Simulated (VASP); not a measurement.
# ZnSe (CsCl type) (Pm-3m) in VASP: further runs

ZnSe (CsCl type) is run at these levels: PBE; tasks: single point, relaxation of cell and atoms.

Program: VASP 6.6.1. These are calculated values, not measurements. Logs are shortened: lines on timing, memory, paths and dates and some standing lists are left out, and cuts for length are marked.

### Step 1. The cell of the first run

The structure is cubic, space group Pm-3m (No. 221). Conventional cell: a = 3.353 Å, b = 3.353 Å, c = 3.353 Å, α = 90.00°, β = 90.00°, γ = 90.00°. Zn (site symmetry m-3m) has 8 Se at 2.90 Å and 6 Zn at 3.35 Å within 3.8 Å. Se (site symmetry m-3m) has 8 Zn at 2.90 Å and 6 Se at 3.35 Å within 3.8 Å.

### Step 2. Single point, PBE

Input file INCAR:

```
PREC = Accurate
ENCUT = 520
EDIFF = 1E-7
ISMEAR = -1
SIGMA = 0.08
LREAL = F
LASPH = T
NELM = 100
ALGO = Normal
ISIF = 2
LWAVE = F
LCHARG = F
GGA = PE
NBANDS = 16
```

Input file KPOINTS:

```
regular mesh
0
Gamma
  13 13 13
```

Input file POSCAR:

```
ZnSe
1.0
    3.3526334066      0.0000000000      0.0000000000
    0.0000000000      3.3526334066      0.0000000000
    0.0000000000      0.0000000000      3.3526334066
Zn Se
1 1
Direct
    0.0000000000      0.0000000000      0.0000000000
    0.5000000000      0.5000000000      0.5000000000
```

Potentials or basis: VASP PAW PBE potentials, release 64 (Zn, Se).

Run with:

```
$ cat potpaw_PBE.64/Zn/POTCAR potpaw_PBE.64/Se/POTCAR > POTCAR
$ mpirun -np 1 vasp_std > vasp.out
```

OUTCAR:

```text
PREC = Accurate
   ENCUT = 520
   EDIFF = 1E-7
   ISMEAR = -1
   LREAL = F
   LASPH = T
   NELM = 100
   ISIF = 2
   GGA = PE

 ion  position               nearest neighbor table
   1  0.000  0.000  0.000-   2 2.90   2 2.90   2 2.90   2 2.90   2 2.90   2 2.90   2 2.90   2 2.90

   2  0.500  0.500  0.500-   1 2.90   1 2.90   1 2.90   1 2.90   1 2.90   1 2.90   1 2.90   1 2.90

  LATTYP: Found a simple cubic cell.
 ALAT       =     3.3526334066

  Lattice vectors:

 A1 = (   3.3526334066,   0.0000000000,   0.0000000000)
 A2 = (   0.0000000000,   3.3526334066,   0.0000000000)
 A3 = (   0.0000000000,   0.0000000000,   3.3526334066)

Analysis of symmetry for initial positions (statically):
=====================================================================
 Subroutine PRICEL returns:
 Original cell was already a primitive cell.

 Routine SETGRP: Setting up the symmetry group for a
 simple cubic supercell.

 Subroutine GETGRP returns: Found 48 space group operations
 (whereof 48 operations were pure point group operations)
 out of a pool of 48 trial point group operations.

The static configuration has the point symmetry O_h .

Analysis of symmetry for dynamics (positions and initial velocities):
=====================================================================
 Subroutine PRICEL returns:
 Original cell was already a primitive cell.

 Routine SETGRP: Setting up the symmetry group for a
 simple cubic supercell.

 Subroutine GETGRP returns: Found 48 space group operations
 (whereof 48 operations were pure point group operations)
 out of a pool of 48 trial point group operations.

The dynamic configuration has the point symmetry O_h .

 Subroutine INISYM returns: Found 48 space group operations
 (whereof 48 operations are pure point group operations),
 and found     1 'primitive' translations

----------------------------------------------------------------------------------------

                                     Primitive cell

  volume of cell :      37.6841

  direct lattice vectors                    reciprocal lattice vectors
     3.352633407  0.000000000  0.000000000     0.298272993  0.000000000  0.000000000
     0.000000000  3.352633407  0.000000000     0.000000000  0.298272993  0.000000000
     0.000000000  0.000000000  3.352633407     0.000000000  0.000000000  0.298272993

  length of vectors
     3.352633407  3.352633407  3.352633407     0.298272993  0.298272993  0.298272993

  position of ions in fractional coordinates (direct lattice)
     0.000000000  0.000000000  0.000000000
     0.500000000  0.500000000  0.500000000

  ion indices of the primitive-cell ions
   primitive index   ion index
                 1           1
                 2           2

----------------------------------------------------------------------------------------

 KPOINTS: regular mesh

Automatic generation of k-mesh.
 Grid dimensions read from file:
 generate k-points for:   13   13   13

 Generating k-lattice:

  Cartesian coordinates                     Fractional coordinates (reciprocal lattice)
     0.022944076  0.000000000  0.000000000     0.076923077  0.000000000  0.000000000
     0.000000000  0.022944076  0.000000000     0.000000000  0.076923077  0.000000000
     0.000000000  0.000000000  0.022944076     0.000000000  0.000000000  0.076923077

  Length of vectors
     0.022944076  0.022944076  0.022944076

  Shift w.r.t. Gamma in fractional coordinates (k-lattice)
     0.000000000  0.000000000  0.000000000

 Subroutine IBZKPT returns following result:
 ===========================================

 Found     84 irreducible k-points:

 Following reciprocal coordinates:
            Coordinates               Weight
  0.000000  0.000000  0.000000      1.000000
  0.076923  0.000000  0.000000      6.000000
  0.153846  0.000000  0.000000      6.000000
  0.230769  0.000000  0.000000      6.000000
  0.307692  0.000000  0.000000      6.000000
  0.384615  0.000000  0.000000      6.000000
[... 16 lines left out ...]
  0.307692  0.307692  0.000000     12.000000
  0.384615  0.307692  0.000000     24.000000
 [... further k-points ...]
   k-points           NKPTS =     84   k-points in BZ     NKDIM =     84   number of bands    NBANDS=     16
   number of dos      NEDOS =    301   number of ions     NIONS =      2
   total plane-waves  NPLWV =  21952
   dimension x,y,z NGX =    28 NGY =   28 NGZ =   28
   dimension x,y,z NGXF=    56 NGYF=   56 NGZF=   56
   ions per type =               1   1
   NGX,Y,Z   is equivalent  to a cutoff of  13.88, 13.88, 13.88 a.u.
   NGXF,Y,Z  is equivalent  to a cutoff of  27.77, 27.77, 27.77 a.u.
 SYSTEM =  unknown system
   PREC   = accura    normal or accurate (medium, high low for compatibility)
   ISTART =      0    job   : 0-new  1-cont  2-samecut
   ICHARG =      2    charge: 1-file 2-atom 10-const
   ISPIN  =      1    spin polarized calculation?
   LNONCOLLINEAR =      F non collinear calculations
   LSORBIT =      F    spin-orbit coupling
   LASPH  =      T    aspherical Exc in radial PAW
   ENCUT  =  520.0 eV  38.22 Ry    6.18 a.u.   6.23  6.23  6.23*2*pi/ulx,y,z
   NELM   =    100;   NELMIN=  2; NELMDL= -5     # of ELM steps
   EDIFF  = 0.1E-06   stopping-criterion for ELM
   LREAL  =      F    real-space projection
   EDIFFG = 0.1E-05   stopping-criterion for IOM
   NSW    =      0    number of steps for IOM
   IBRION =     -1    ionic relax: 0-MD 1-quasi-New 2-CG
   NFREE  =      0    steps in history (QN), initial steepest desc. (CG)
   ISIF   =      2    stress and relaxation
   ISYM   =      2    0-nonsym 1-usesym 2-fastsym
   POTIM  = 0.5000    time-step for ionic-motion
   TEBEG  =    0.0;   TEEND  =   0.0 temperature during run
   PSTRESS=    0.0 pullay stress
   NELECT =      18.0000    total number of electrons
   NUPDOWN=      -1.0000    fix difference up-down
   EMIN   =  10.00;   EMAX   =-10.00  energy-range for DOS
   EFERMI =   0.00;   METHOD = LEGACY
   ISMEAR =    -1;   SIGMA  =   0.08  broadening in eV -4-tet -1-fermi 0-gaus
   EFERMI_NEDOS =   21; number of points for ismear=-14 and -15
   IALGO  =     38    algorithm
   IMIX   =      4    mixing-type and parameters
     AMIX     =   0.40;   BMIX     =  1.00
     AMIX_MAG =   1.60;   BMIX_MAG =  1.00
  volume/ion in A,a.u.               =      18.84       127.15
  Fermi-wavevector in a.u.,A,eV,Ry     =   1.279714  2.418309 22.281826  1.637668
  Thomas-Fermi vector in A             =   2.412184
   LORBIT       =      0    0 simple, 1 ext, 2 COOP (PROOUT), +10 PAW based schemes
   GGA     = PE    functional components
   LHFCALC =     F    Hartree Fock is set to
   AEXX    =    0.0000 exact exchange contribution
   IVDW    =     0    specifies the selected vdW correction
   LEPSILON=     F    determine dielectric tensor
   LRPA    =     F    only Hartree local field effects (RPA)
 non-spin polarized calculation
  energy-cutoff  :      520.00
  volume of cell :       37.68
 maximum number of plane-waves:      1025
 NGX is ok and might be reduce to    28
   NGX = 13   NGY = 13   NGZ = 13

 number of electron      17.9999987 magnetization

 Free energy of the ion-electron system (eV)
  ---------------------------------------------------
  ext. energy  EPLUGINS =         0.00000000
  ---------------------------------------------------
  free energy    TOTEN  =        -4.35953837 eV

  energy without entropy =       -4.33013921  energy(sigma->0) =       -4.34483879

 E-fermi :   3.8410     XC(G=0): -10.6821

 val. band max:        3.8351262902   @ k =   0.3846   0.3846   0.2308
 cond. band min:       3.8423325556   @ k =   0.4615   0.2308   0.0769
 fundamental gap:      0.0072062653
 Fermi energy:         3.8410446761

 k-point     1 :       0.0000    0.0000    0.0000
  band No.  band energies     occupation
      1     -10.5845      2.00000
      2      -3.1860      2.00000
      3      -3.1860      2.00000
      4      -2.9035      2.00000
      5      -2.9035      2.00000
      6      -2.9035      2.00000
[... 8 lines left out ...]
     15      14.8626      0.00000
     16      19.2898      0.00000

 k-point     2 :       0.0769    0.0000    0.0000
  band No.  band energies     occupation
      1     -10.5327      2.00000
      2      -3.1835      2.00000
      3      -3.1803      2.00000
      4      -2.9139      2.00000
      5      -2.9139      2.00000
      6      -2.9028      2.00000
[... 8 lines left out ...]
     15      14.5388      0.00000
     16      19.2895      0.00000

 k-point     3 :       0.1538    0.0000    0.0000
  band No.  band energies     occupation
      1     -10.3824      2.00000
      2      -3.1766      2.00000
      3      -3.1708      2.00000
      4      -2.9424      2.00000
      5      -2.9424      2.00000
      6      -2.9008      2.00000
[... 8 lines left out ...]
     15      13.9745      0.00000
     16      18.9247      0.00000

 k-point     4 :       0.2308    0.0000    0.0000
  band No.  band energies     occupation
      1     -10.1504      2.00000
      2      -3.1849      2.00000
      3      -3.1668      2.00000
      4      -2.9812      2.00000
      5      -2.9812      2.00000
      6      -2.8981      2.00000
[... 8 lines left out ...]
     15      14.3602      0.00000
     16      17.4412      0.00000

 k-point     5 :       0.3077    0.0000    0.0000
  band No.  band energies     occupation
      1      -9.8704      2.00000
      2      -3.2850      2.00000
      3      -3.1564      2.00000
      4      -3.0210      2.00000
      5      -3.0210      2.00000
      6      -2.8951      2.00000
[... 8 lines left out ...]
     15      16.0436      0.00000
     16      16.1615      0.00000

 k-point     6 :       0.3846    0.0000    0.0000
  band No.  band energies     occupation
      1      -9.6018      2.00000
      2      -3.5322      2.00000
      3      -3.1478      2.00000
      4      -3.0530      2.00000
      5      -3.0530      2.00000
      6      -2.8927      2.00000
[... 8 lines left out ...]
     15      15.1399      0.00000
     16      18.2538      0.00000

 k-point     7 :       0.4615    0.0000    0.0000
  band No.  band energies     occupation
      1      -9.4299      2.00000
      2      -3.7739      2.00000
      3      -3.1429      2.00000
      4      -3.0706      2.00000
      5      -3.0706      2.00000
      6      -2.8913      2.00000
[... 8 lines left out ...]
     15      14.5150      0.00000
     16      20.2769      0.00000

 k-point     8 :       0.0769    0.0769    0.0000
  band No.  band energies     occupation
      1     -10.4813      2.00000
      2      -3.1797      2.00000
      3      -3.1752      2.00000
      4      -2.9247      2.00000
      5      -2.9175      2.00000
      6      -2.9084      2.00000
[... 8 lines left out ...]
     15      14.8033      0.00000
     16      18.5643      0.00000

 k-point     9 :       0.1538    0.0769    0.0000
  band No.  band energies     occupation
      1     -10.3322      2.00000
      2      -3.1734      2.00000
      3      -3.1632      2.00000
      4      -2.9535      2.00000
      5      -2.9426      2.00000
      6      -2.9083      2.00000
[... 8 lines left out ...]
     15      14.5443      0.00000
     16      18.2217      0.00000
[... 172 lines left out ...]
 k-point    19 :       0.2308    0.2308    0.0000
  band No.  band energies     occupation
      1      -9.7488      2.00000
      2      -3.1954      2.00000
      3      -3.0822      2.00000
      4      -3.0288      2.00000
      5      -2.9802      2.00000
      6      -2.9416      2.00000
[... 8 lines left out ...]
     15      15.5716      0.00000
     16      16.3821      0.00000

 k-point    20 :       0.3077    0.2308    0.0000
  band No.  band energies     occupation
      1      -9.4944      2.00000
      2      -3.2312      2.00000
      3      -3.0639      2.00000
      4      -3.0209      2.00000
      5      -3.0000      2.00000
      6      -2.9438      2.00000
[... 8 lines left out ...]
     15      16.1870      0.00000
     16      16.7223      0.00000

 k-point    21 :       0.3846    0.2308    0.0000
  band No.  band energies     occupation
      1      -9.2548      2.00000
      2      -3.2917      2.00000
      3      -3.0627      2.00000
      4      -3.0222      2.00000
      5      -3.0131      2.00000
      6      -2.9394      2.00000
[... 8 lines left out ...]
     15      16.3889      0.00000
     16      17.4476      0.00000

 k-point    22 :       0.4615    0.2308    0.0000
  band No.  band energies     occupation
      1      -9.1043      2.00000
      2      -3.3560      2.00000
      3      -3.0620      2.00000
      4      -3.0353      2.00000
      5      -3.0234      2.00000
      6      -2.9361      2.00000
[... 8 lines left out ...]
     15      16.7067      0.00000
     16      17.9612      0.00000

 k-point    23 :       0.3077    0.3077    0.0000
  band No.  band energies     occupation
      1      -9.2594      2.00000
      2      -3.2257      2.00000
      3      -3.0186      2.00000
      4      -2.9960      2.00000
      5      -2.9956      2.00000
      6      -2.9625      2.00000
[... 8 lines left out ...]
     15      15.6011      0.00000
     16      17.1363      0.00000

 k-point    24 :       0.3846    0.3077    0.0000
  band No.  band energies     occupation
      1      -9.0411      2.00000
      2      -3.2147      2.00000
      3      -3.0061      2.00000
      4      -3.0043      2.00000
      5      -2.9636      2.00000
      6      -2.9576      2.00000
[... 8 lines left out ...]
     15      15.5247      0.00000
     16      17.6749      0.00000

 [... further k-points ...]
[... 5 lines left out ...]
  --------------------------------------------------------------------------------------
  -------------------------------------------------------------------------------------
  Total        0.0419783      0.0419783      0.0419783     -0.0000000     -0.0000000     -0.0000000
  in kB        1.7847497      1.7847497      1.7847497     -0.0000000     -0.0000000     -0.0000000
  external PRESSURE =       1.7847497 kB  Pullay stress =       0.0000000 kB

 VOLUME and BASIS-vectors are now :
 -----------------------------------------------------------------------------
  energy-cutoff  :      520.00
  volume of cell :       37.68
      direct lattice vectors                 reciprocal lattice vectors
     3.352633407  0.000000000  0.000000000     0.298272993  0.000000000  0.000000000
     0.000000000  3.352633407  0.000000000     0.000000000  0.298272993  0.000000000
     0.000000000  0.000000000  3.352633407     0.000000000  0.000000000  0.298272993

 POSITION                                       TOTAL-FORCE (eV/Angst)
 -----------------------------------------------------------------------------------
      0.00000      0.00000      0.00000         0.000000      0.000000      0.000000
      1.67632      1.67632      1.67632         0.000000      0.000000      0.000000
 -----------------------------------------------------------------------------------
    total drift:                               -0.000000      0.000000     -0.000000

  FREE ENERGIE OF THE ION-ELECTRON SYSTEM (eV)
  ---------------------------------------------------
  free  energy   TOTEN  =        -4.3595383741 eV

  energy  without entropy=       -4.3301392084  energy(sigma->0) =       -4.34483879
```

Wall time 29 s (1 thread of AMD EPYC 9R45 (Zen 5), shared host); peak memory 0.16 GiB.

What came out:

```
Free energy            : -4.3595 eV
Pressure               : 0.2 GPa
Band gap on the k mesh : zero (band 9 reaches 4.25 eV, above the bottom of band 10 at 2.66 eV)
```

### Step 3. Single point, PBE

Input file INCAR:

```
SYSTEM = ZnSe
ALGO     = Normal         ! electronic algorithm
EDIFF    = 1E-6           ! SCF threshold, eV
ENCUT    = 520            ! plane-wave cutoff, eV
GGA      = PE             ! functional
ISIF     = 2              ! what is computed and relaxed
ISMEAR   = -1             ! smearing method
LASPH    = .True.         ! aspherical terms in the spheres
LCHARG   = .True.         ! write CHGCAR
LELF     = .True.         ! ELF
LREAL    = .False.        ! projectors in reciprocal space
LVHAR    = .True.       
LWAVE    = .False.        ! write WAVECAR
NBANDS   = 16             ! bands
NELM     = 80             ! most SCF steps
PREC     = Accurate       ! precision mode
SIGMA    = 0.08           ! smearing width, eV
```

Input file KPOINTS:

```
k-points
0
Gamma
  13 13 13
  0 0 0
```

POSCAR is that of step 2.

Potentials or basis: VASP PAW PBE potentials, release 64 (Zn, Se).

Run with:

```
$ cat potpaw_PBE.64/Zn/POTCAR potpaw_PBE.64/Se/POTCAR > POTCAR
$ mpirun -np 1 vasp_std > vasp.out
```

Run time: 29 s. Hardware: 1 thread of AMD EPYC 9R45 (Zen 5), shared host; peak memory 0.16 GiB.

Results (log left out):

| Quantity | Value |
| --- | --- |
| Free energy | -4.3595 eV |
| Pressure | 0.2 GPa |
| Band gap on the k mesh | zero (band 9 reaches 4.25 eV, above the bottom of band 10 at 2.66 eV) |

Levels at points of the mesh, in eV from the Fermi level:
```csv
k point,band 7,band 8,band 9,band 10,band 11,band 12
"(0.00, 0.00, 0.00)",-1.28,-1.13,-1.13,-1.13,5.86,5.86
```

(Part 1 of 2 ends here.)
